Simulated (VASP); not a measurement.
CoO, 2 atoms in the cell. Symmetry: I4/mmm, No. 139, tetragonal system. Conventional cell: a = 3.016 Å, b = 3.016 Å, c = 4.214 Å, α = 90.00°, β = 90.00°, γ = 90.00°. Within 2.8 Å of Co (site symmetry 4/mmm) lie 6 O at 2.11 to 2.13 Å. O (site symmetry 4/mmm) has 6 Co at 2.11 to 2.13 Å within 2.8 Å. 

* Program: VASP 6.6.1
* Task: single point
* Functional: PBEsol
* Potentials or basis: VASP PAW PBE potentials, release 64 (Co, O)
* Cutoff: 520 eV
* k mesh: 16 × 16 × 16
* Occupations: gaussian, width 0.1 eV
* Spin: collinear spin, ferromagnetic start
* Starting moments: [2.74, 0.38] μB
* Dipole correction: no
* Further INCAR settings: ALGO = Normal; EDIFF = 1e-06; NBANDS = 18

Potentials or basis: VASP PAW PBE potentials, release 64 (Co, O).

Command:

```sh
$ cat potpaw_PBE.64/Co/POTCAR potpaw_PBE.64/O/POTCAR > POTCAR
$ mpirun -np 1 vasp_std > vasp.out
```

Hardware: 1 thread of Intel(R) Xeon(R) 6975P-C (Granite Rapids), on a shared host.

Task: How long does it take, and how much memory?

Result: Run time: 110 s on 1 thread of Intel(R) Xeon(R) 6975P-C (Granite Rapids) (shared host), peak memory 0.29 GiB. Counts: scf iterations 18, k points 349.
